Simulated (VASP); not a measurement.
Set up this calculation in VASP 6.6.1, as the native input.

* Task: relaxation of cell and atoms
* Functional: PBE
* Potentials or basis: VASP PAW PBE potentials, release 64 (Sn_d, O)
* Cutoff: 600 eV
* k mesh: 10 × 10 × 10
* Occupations: gaussian, width 0.1 eV
* Spin: no spin polarisation
* Dipole correction: no
* Further INCAR settings: ALGO = Normal; EDIFF = 1e-06; IBRION = 2; EDIFFG = -0.01; NSW = 100; ISIF = 3

The structure of SnO3 lies in POSCAR:

```
SnO3
1.0
    3.5510093468      0.0000000000      0.0000000000
    0.0000000000      3.8789739288      0.0000000000
    0.0000000000      0.0000000000      4.0343845643
Sn O
1 3
Direct
    0.0000000000      0.5000000000      0.5000000000
    0.5000000000      0.5000000000      0.8200977676
    0.5000000000      0.5000000000      0.1799022324
    0.0000000000      0.0000000000      0.5000000000
```

These files were run (other wordings do the same):

INCAR

```
PREC     = Accurate       # precision mode
ENCUT    = 600            # plane-wave cutoff, eV
EDIFF    = 1E-6           # SCF threshold, eV
ISMEAR   = 0              # smearing method
SIGMA    = 0.1            # smearing width, eV
LREAL    = F              # projectors in reciprocal space
LASPH    = T              # aspherical terms in the spheres
NELM     = 60             # most SCF steps
ALGO     = Normal         # electronic algorithm
ISIF     = 3              # what is computed and relaxed
LWAVE    = F              # write WAVECAR
LCHARG   = F              # write CHGCAR
GGA      = PE             # functional
IBRION   = 2              # ionic algorithm
NSW      = 100            # ionic steps
EDIFFG   = -0.01          # ionic threshold
```

KPOINTS

```
regular mesh
0
Gamma
  10 10 10
```

Potentials or basis: VASP PAW PBE potentials, release 64 (Sn_d, O).

Launch:

```bash
$ cat potpaw_PBE.64/Sn_d/POTCAR potpaw_PBE.64/O/POTCAR > POTCAR
$ mpirun -np 1 vasp_std > vasp.out
```

It gave:

```
Relaxed volume                         : 13.91 Å³/atom
Relaxed cell                           : a = 3.551 Å, b = 3.879 Å, c = 4.040 Å, α = 90.00°, β = 90.00°, γ = 90.00°
Space group after relaxing (to 0.05 Å) : Pmmm (No. 47)
Energy gained by relaxing              : 0.2 meV/atom
Ionic steps                            : 3
Pressure after relaxing                : 0.0 GPa
Largest force after relaxing           : 0.005 eV/Å
Band gap on the k mesh                 : zero (band 16 reaches 3.75 eV, above the bottom of band 17 at 3.00 eV)
```

Caveat: spin-orbit coupling is left out, which moves the levels of the heavy elements.

Run time: 4.1 min on 1 thread of Oxide Virtual Turin-like Processor, with other jobs on the host, peak memory 0.35 GiB.
